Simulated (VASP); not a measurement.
Write the native input for VASP 6.6.1 that does the following.

* Task: single point
* Functional: r2SCAN
* Potentials or basis: VASP PAW PBE potentials, release 64 (C)
* Cutoff: 520 eV
* k mesh: 15 × 15 × 5
* Occupations: methfessel-paxton, width 0.3 eV
* Spin: no spin polarisation
* Dipole correction: no
* Further INCAR settings: ALGO = Normal; EDIFF = 1e-06; NBANDS = 16

The system is C.

```xyz
4
Lattice="2.4559 0.0000 0.0000 -1.2280 2.1269 0.0000 0.0000 0.0000 7.0106" Properties=species:S:1:pos:R:3 pbc="T T T"
C     1.2280    2.1269    1.7527
C     0.0000    0.0000    5.2580
C     0.0000    1.4179    1.7527
C     1.2280    0.7090    5.2580
```

These files were run (other wordings do the same):

POSCAR

```
C
1.0
    2.4559134450      0.0000000000      0.0000000000
   -1.2279567225      2.1268834329      0.0000000000
    0.0000000000      0.0000000000      7.0106290262
C
4
Direct
    1.0000000000      1.0000000000      0.2500000000
    0.0000000000      0.0000000000      0.7500000000
    0.3333333333      0.6666666667      0.2500000000
    0.6666666667      0.3333333333      0.7500000000
```

INCAR.step1

```
SYSTEM = C
PREC = Accurate
ENCUT = 520
ISMEAR = 1
SIGMA = 0.3
LREAL = .FALSE.
LASPH = .TRUE.
NELM = 100
NBANDS = 16
GGA = PE
ALGO = Normal
EDIFF = 1E-4
LWAVE = .TRUE.
LCHARG = .FALSE.
```

INCAR.step2

```
SYSTEM = C
PREC = Accurate
ENCUT = 520
EDIFF = 1E-6
ISMEAR = 1
SIGMA = 0.3
LREAL = .FALSE.
LASPH = .TRUE.
NELM = 100
ALGO = Normal
ISIF = 2
LWAVE = .FALSE.
LCHARG = .FALSE.
METAGGA = R2SCAN
LMIXTAU = .TRUE.
NBANDS = 16
ISTART = 1
```

KPOINTS

```
regular mesh
0
G
  15 15 5
  0 0 0
```

Potentials or basis: VASP PAW PBE potentials, release 64 (C).

The run is started by

```bash
$ cat potpaw_PBE.64/C/POTCAR > POTCAR
$ cp INCAR.step1 INCAR
$ mpirun -np 1 vasp_std > vasp.out
$ cp INCAR.step2 INCAR
$ mpirun -np 1 vasp_std > vasp.out
```

It gave:

```
Pressure               : 0.7 GPa
Band gap on the k mesh : zero (bands 8 and 9 overlap by 0.02 eV)
```

Caveat: the PAW data sets were made with another functional, which shifts forces and pressure a little.

It took 62 s on 1 thread of Intel(R) Xeon(R) 6975P-C (Granite Rapids), on a shared host, peak memory 0.16 GiB.
